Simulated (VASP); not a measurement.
Crystal: SrO.

```
Sr O
1.0
     0.00000    2.49888    2.49888
     2.49888    0.00000    2.49888
     2.49888    2.49888    0.00000
Sr O
1 1
Direct
  0.00000 0.00000 0.00000
  0.50000 0.50000 0.50000
```

This cell differs from its parent crystal: strain -3.1%.

Base run:

```yaml
Program: VASP 6.6.1
Functional: PBE
Potentials_or_basis: VASP PAW PBE potentials, release 64 (Sr_sv, O)
Cutoff: 520 eV
k_mesh: 8 × 8 × 8
Occupations: fermi-dirac, width 0.02 eV
Spin: no spin polarisation
```

Its results: band gap on the k mesh 3.20 eV, indirect (least direct gap 3.22 eV); pressure 13.6 GPa.

The run is repeated on the same cell with these changes: functional from PBE to r2SCAN; occupations from fermi-dirac, width 0.02 eV to gaussian, width 0.01 eV. What comes out?

Band gap on the k mesh 3.68 eV, indirect (least direct gap 3.69 eV); pressure 11.9 GPa.

Caveats: the PAW data sets were made with another functional, which shifts forces and pressure a little (some runs).

A k mesh can miss the band edges.
